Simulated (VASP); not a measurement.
# La3Mg (I4/mmm) in VASP: further runs

Runs on La3Mg. Level: LDA. Tasks: single point.

All numbers are computed with VASP 6.6.1; they aren't measurements. Logs are shortened: lines on timing, memory, paths and dates and some standing lists are left out, and cuts for length are marked.

## (1) The cell of the first run

It takes space group I4/mmm (No. 139, tetragonal). Conventional cell: a = 4.898 Å, b = 4.898 Å, c = 9.997 Å, α = 90.00°, β = 90.00°, γ = 90.00°. Within 4.6 Å of La (site symmetry 4/mmm) lie 4 Mg at 3.46 Å and 8 La at 3.50 Å. Within 4.6 Å of La (site symmetry -4m2) lie 8 La at 3.46 to 3.50 Å and 4 Mg at 3.50 Å. Mg (site symmetry 4/mmm) has 12 La at 3.46 to 3.50 Å within 4.6 Å.

## (2) Single point, LDA

INCAR reads:

```
SYSTEM = La3Mg
PREC = Accurate ; ENCUT = 520
EDIFF = 1E-6 ; ISMEAR = -1
SIGMA = 0.08 ; LREAL = .False.
LASPH = .True. ; NELM = 100
ALGO = Normal ; ISIF = 2
LWAVE = .False. ; LCHARG = .False.
GGA = CA ; NBANDS = 26
```

KPOINTS reads:

```
regular mesh
0
Gamma
  10 10 10
  0 0 0
```

POSCAR reads:

```
La3Mg
1.0
   -2.4492289084      2.4492289084      4.9985276536
    2.4492289084     -2.4492289084      4.9985276536
    2.4492289084      2.4492289084     -4.9985276536
La Mg
3 1
Direct
    0.5000000000      0.5000000000      0.0000000000
    0.2500000000      0.7500000000      0.5000000000
    0.7500000000      0.2500000000      0.5000000000
    0.0000000000      0.0000000000      0.0000000000
```

Potentials or basis: VASP PAW LDA potentials, release 64 (La, Mg).

The run is started by

```sh
cat potpaw_LDA.64/La/POTCAR potpaw_LDA.64/Mg/POTCAR > POTCAR
mpirun -np 1 vasp_std > vasp.out
```

OUTCAR:

```text
SYSTEM = La3Mg
   PREC = Accurate
   ENCUT = 520
   EDIFF = 1E-6
   ISMEAR = -1
   LREAL = .False.
   LASPH = .True.
   NELM = 100
   ISIF = 2
   GGA = CA

 ion  position               nearest neighbor table
   1  0.500  0.500  0.000-   4 3.46   4 3.46   4 3.46   4 3.46   2 3.50   2 3.50   3 3.50   3 3.50
                             3 3.50   2 3.50   3 3.50   2 3.50
   2  0.250  0.750  0.500-   3 3.46   3 3.46   3 3.46   3 3.46   4 3.50   4 3.50   1 3.50   1 3.50
                             4 3.50   1 3.50   4 3.50   1 3.50
   3  0.750  0.250  0.500-   2 3.46   2 3.46   2 3.46   2 3.46   1 3.50   1 3.50   4 3.50   4 3.50
                             4 3.50   1 3.50   4 3.50   1 3.50
   4  0.000  0.000  0.000-   1 3.46   1 3.46   1 3.46   1 3.46   3 3.50   3 3.50   2 3.50   2 3.50
                             3 3.50   2 3.50   3 3.50   2 3.50

  LATTYP: Found a body centered tetragonal cell.
 ALAT       =     4.8984578168
 C/A-ratio  =     2.0408576905

  Lattice vectors:

 A1 = (  -2.4492289084,   2.4492289084,   4.9985276536)
 A2 = (   2.4492289084,  -2.4492289084,   4.9985276536)
 A3 = (   2.4492289084,   2.4492289084,  -4.9985276536)

Analysis of symmetry for initial positions (statically):
=====================================================================
 Subroutine PRICEL returns:
 Original cell was already a primitive cell.

 Routine SETGRP: Setting up the symmetry group for a
 body centered tetragonal supercell.

 Subroutine GETGRP returns: Found 16 space group operations
 (whereof 16 operations were pure point group operations)
 out of a pool of 16 trial point group operations.

The static configuration has the point symmetry D_4h.

Analysis of symmetry for dynamics (positions and initial velocities):
=====================================================================
 Subroutine PRICEL returns:
 Original cell was already a primitive cell.

 Routine SETGRP: Setting up the symmetry group for a
 body centered tetragonal supercell.

 Subroutine GETGRP returns: Found 16 space group operations
 (whereof 16 operations were pure point group operations)
 out of a pool of 16 trial point group operations.

The dynamic configuration has the point symmetry D_4h.

 Subroutine INISYM returns: Found 16 space group operations
 (whereof 16 operations are pure point group operations),
 and found     1 'primitive' translations

----------------------------------------------------------------------------------------

[... 96 lines left out ...]
   EDIFF  = 0.1E-05   stopping-criterion for ELM
   LREAL  =      F    real-space projection
   EDIFFG = 0.1E-04   stopping-criterion for IOM
   NSW    =      0    number of steps for IOM
   IBRION =     -1    ionic relax: 0-MD 1-quasi-New 2-CG
   NFREE  =      0    steps in history (QN), initial steepest desc. (CG)
   ISIF   =      2    stress and relaxation
   ISYM   =      2    0-nonsym 1-usesym 2-fastsym
   POTIM  = 0.5000    time-step for ionic-motion
   TEBEG  =    0.0;   TEEND  =   0.0 temperature during run
   PSTRESS=    0.0 pullay stress
   NELECT =      35.0000    total number of electrons
   NUPDOWN=      -1.0000    fix difference up-down
   EMIN   =  10.00;   EMAX   =-10.00  energy-range for DOS
   EFERMI =   0.00;   METHOD = LEGACY
   ISMEAR =    -1;   SIGMA  =   0.08  broadening in eV -4-tet -1-fermi 0-gaus
   EFERMI_NEDOS =   21; number of points for ismear=-14 and -15
   IALGO  =     38    algorithm
   IMIX   =      4    mixing-type and parameters
     AMIX     =   0.40;   BMIX     =  1.00
     AMIX_MAG =   1.60;   BMIX_MAG =  1.00
  volume/ion in A,a.u.               =      29.98       202.35
  Fermi-wavevector in a.u.,A,eV,Ry     =   1.085868  2.051994 16.042771  1.179110
  Thomas-Fermi vector in A             =   2.221992
   LORBIT       =      0    0 simple, 1 ext, 2 COOP (PROOUT), +10 PAW based schemes
   GGA     = CA    functional components
   LHFCALC =     F    Hartree Fock is set to
   AEXX    =    0.0000 exact exchange contribution
   IVDW    =     0    specifies the selected vdW correction
   LEPSILON=     F    determine dielectric tensor
   LRPA    =     F    only Hartree local field effects (RPA)
 non-spin polarized calculation
  energy-cutoff  :      520.00
  volume of cell :      119.94
 maximum number of plane-waves:      3255
 NGX is ok and might be reduce to    48
   NGX = 23   NGY = 23   NGZ = 23

 number of electron      34.9999999 magnetization

 Free energy of the ion-electron system (eV)
  ---------------------------------------------------
  ext. energy  EPLUGINS =         0.00000000
  ---------------------------------------------------
  free energy    TOTEN  =       -18.80904331 eV

  energy without entropy =      -18.70605828  energy(sigma->0) =      -18.75755079

 E-fermi :   7.6578     XC(G=0): -10.0228

 val. band max:        7.6559907713   @ k =   0.1000   0.1000   0.1000
 cond. band min:       7.6585553961   @ k =   0.2000   0.1000   0.0000
 fundamental gap:      0.0025646248
 Fermi energy:         7.6578025746

 k-point     1 :       0.0000    0.0000    0.0000
  band No.  band energies     occupation
      1     -24.9334      2.00000
      2     -24.5202      2.00000
      3     -24.4612      2.00000
      4      -9.3834      2.00000
      5      -9.0711      2.00000
      6      -9.0711      2.00000
[... 685 lines left out ...]
     25       9.4951      0.00000
     26       9.5419      0.00000

 [... further k-points ...]

------------------------ aborting loop because EDIFF is reached ----------------------------------------

  FORCE on cell =-STRESS in cart. coord.  units (eV):
  Direction    XX          YY          ZZ          XY          YZ          ZX
  --------------------------------------------------------------------------------------
  -------------------------------------------------------------------------------------
  Total       -0.1338511     -0.1338511     -0.1974816      0.0000000      0.0000000      0.0000000
  in kB       -1.7880170     -1.7880170     -2.6380097      0.0000000      0.0000000      0.0000000
  external PRESSURE =      -2.0713479 kB  Pullay stress =       0.0000000 kB

 VOLUME and BASIS-vectors are now :
 -----------------------------------------------------------------------------
  energy-cutoff  :      520.00
  volume of cell :      119.94
      direct lattice vectors                 reciprocal lattice vectors
    -2.449228908  2.449228908  4.998527654     0.000000000  0.204145884  0.100029456
     2.449228908 -2.449228908  4.998527654     0.204145884  0.000000000  0.100029456
     2.449228908  2.449228908 -4.998527654     0.204145884  0.204145884  0.000000000

 POSITION                                       TOTAL-FORCE (eV/Angst)
 -----------------------------------------------------------------------------------
      0.00000      0.00000      4.99853         0.000000      0.000000      0.000000
      2.44923      0.00000      2.49926        -0.000000      0.000000     -0.000000
      0.00000      2.44923      2.49926        -0.000000     -0.000000     -0.000000
      0.00000      0.00000      0.00000         0.000000      0.000000      0.000000
 -----------------------------------------------------------------------------------
    total drift:                                0.000000     -0.000000      0.000000

  FREE ENERGIE OF THE ION-ELECTRON SYSTEM (eV)
  ---------------------------------------------------
  free  energy   TOTEN  =       -18.8090433089 eV

  energy  without entropy=      -18.7060582753  energy(sigma->0) =      -18.75755079
```

Wall time 13 min (1 thread of AMD EPYC 7R43 (Zen 3), shared host); peak memory 0.45 GiB.

What came out:

```yaml
Free_energy: -18.8090 eV
Pressure: -0.2 GPa
```

Caveat: spin-orbit coupling is left out, which moves the levels of the heavy elements.

## (3) Single point, LDA

INCAR reads:

```
ALGO     = Normal         # electronic algorithm
EDIFF    = 1E-6           # SCF threshold, eV
ENCUT    = 520            # plane-wave cutoff, eV
GGA      = CA             # functional
ISIF     = 2              # what is computed and relaxed
ISMEAR   = -1             # smearing method
LASPH    = True           # aspherical terms in the spheres
LCHARG   = False          # write CHGCAR
LREAL    = False          # projectors in reciprocal space
LWAVE    = False          # write WAVECAR
NBANDS   = 26             # bands
NELM     = 100            # most SCF steps
PREC     = Accurate       # precision mode
SIGMA    = 0.08           # smearing width, eV
```

KPOINTS reads:

```
k-points
0
Gamma
  10 10 10
```

POSCAR reads:

```
La3Mg
1.0
   -2.4492289083      2.4492289083      4.9985276536
    2.4492289083     -2.4492289083      4.9985276536
    2.4492289083      2.4492289083     -4.9985276536
La Mg
3 1
Direct
    0.5000000000      0.5000000000      0.0000000000
    0.2500000000      0.7500000000      0.5000000000
    0.7500000000      0.2500000000      0.5000000000
    0.0000000000      0.0000000000      0.0000000000
```

Potentials or basis: VASP PAW LDA potentials, release 64 (La, Mg).

The run is started by

```sh
cat potpaw_LDA.64/La/POTCAR potpaw_LDA.64/Mg/POTCAR > POTCAR
mpirun -np 1 vasp_std > vasp.out
```

It took 14 min on 1 thread of AMD EPYC 7R43 (Zen 3), shared host; peak memory 0.44 GiB.

It converged, with:

```yaml
Free_energy: -18.8090 eV
Pressure: -0.2 GPa
```

Stress tensor (GPa, compression positive):
```
-0.18  0.00  0.00
 0.00 -0.18  0.00
 0.00  0.00 -0.26
```

Levels at points of the mesh, in eV from the Fermi level:
```tsv
k point	band 15	band 16	band 17	band 18	band 19	band 20
(0.00, 0.00, 0.00)	-1.62	-0.99	-0.15	-0.15	0.48	1.08
(0.50, 0.00, 0.00)	-0.86	-0.76	-0.39	0.42	0.58	0.91
(0.50, 0.50, 0.00)	-0.65	-0.48	0.08	0.17	0.92	0.99
(0.50, 0.50, 0.50)	-1.36	-1.13	-0.98	-0.98	-0.61	0.91
```

Caveat: spin-orbit coupling is left out, which moves the levels of the heavy elements.
